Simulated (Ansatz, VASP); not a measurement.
# BaTiO3 in VASP and in Ansatz

```
CELL_PARAMETERS angstrom
3.97295 0.00000 0.00000
0.00000 3.97295 0.00000
0.00000 0.00000 3.99103
ATOMIC_POSITIONS crystal
Ba 0.00000 0.00000 0.00000
Ti 0.50000 0.50000 0.48200
O 0.50000 0.50000 0.01600
O 0.50000 0.00000 0.51500
O 0.00000 0.50000 0.51500
```

Change from the starting cell: volume scaled by 0.98.

Alike in both runs: task single point; functional PBE; k mesh 7 × 7 × 7; occupations fermi-dirac, width 0.08 eV; no spin polarisation.

|  | VASP | Ansatz |
| --- | --- | --- |
| version | VASP 6.6.1 | Ansatz 0.2.0 |
| potentials or method | VASP PAW PBE potentials, release 64 (Ba_sv, Ti_sv, O), cutoff 520 eV | all-electron LAPW, scalar-relativistic |

VASP gave:

```
pressure (GPa)                                                : 8.2
traceless stress, the component that is largest in VASP (GPa) : 1.15
rms of the force components (eV/Å)                            : 0.086
```

Q: Which values does Ansatz return?

A: Pressure (GPa): 6.3; traceless stress, the component that is largest in VASP (GPa): 1.07; rms of the force components (eV/Å): 0.085.

Atom by atom the forces differ by 0.020 eV/Å (rms over components). Ansatz ran all-electron here, and VASP with PAW potentials.

Spin-orbit coupling is off throughout.
